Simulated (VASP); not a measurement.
A run of VASP 6.6.1:

INCAR

```
SYSTEM = Ag7Br8
PREC = Accurate
ENCUT = 520
EDIFF = 1E-6
ISMEAR = 1
SIGMA = 0.15
LREAL = Auto
LASPH = .True.
NELM = 80
ALGO = Normal
ISIF = 2
LWAVE = .False.
LCHARG = .False.
GGA = PE
NBANDS = 80
```

Contents of KPOINTS:

```
Automatic mesh
0
Gamma
  2 2 2
  0 0 0
```

Contents of POSCAR:

```
Ag7Br8
1.0
    0.0000000000      5.7265540000      5.7265540000
    5.7265540000      0.0000000000      5.7265540000
    5.7265540000      5.7265540000      0.0000000000
Br Ag
8 7
Direct
    0.2576463961      0.2375100278      0.2558540442
    0.2664049793      0.2458154590      0.7336414709
    0.2581945442      0.7540178614      0.2573343410
    0.2129242124      0.7478181468      0.7864328181
    0.7349425152      0.2455728174      0.2651353676
    0.7426620791      0.2703511571      0.7408719974
    0.7878299061      0.7477291753      0.2114694981
    0.7439862612      0.7507044376      0.7430406663
    0.0005105164      0.0312564066     -0.0009015020
   -0.0134304156      0.0056264204      0.5095886636
    0.0008461459      0.4561452664     -0.0003474166
    0.0146132386      0.5018748623      0.4888111594
    0.5109325783      0.0056470261     -0.0148298610
    0.4901506211      0.5018985240      0.0133057333
    0.5015694430      0.8884027811      0.5000870506
```

Potentials or basis: VASP PAW PBE potentials, release 64 (Br, Ag).

Launch:

```sh
$ cat potpaw_PBE.64/Br/POTCAR potpaw_PBE.64/Ag/POTCAR > POTCAR
$ mpirun -np 1 vasp_std > vasp.out
```

Hardware: 1 thread of Intel Xeon 8259CL, on a shared host.

Question: How long does it take, and how much memory?

Answer: It took 11 min on 1 thread of Intel Xeon 8259CL, with other jobs on the host, peak memory 0.55 GiB. Counts: scf iterations 16, k points 8.
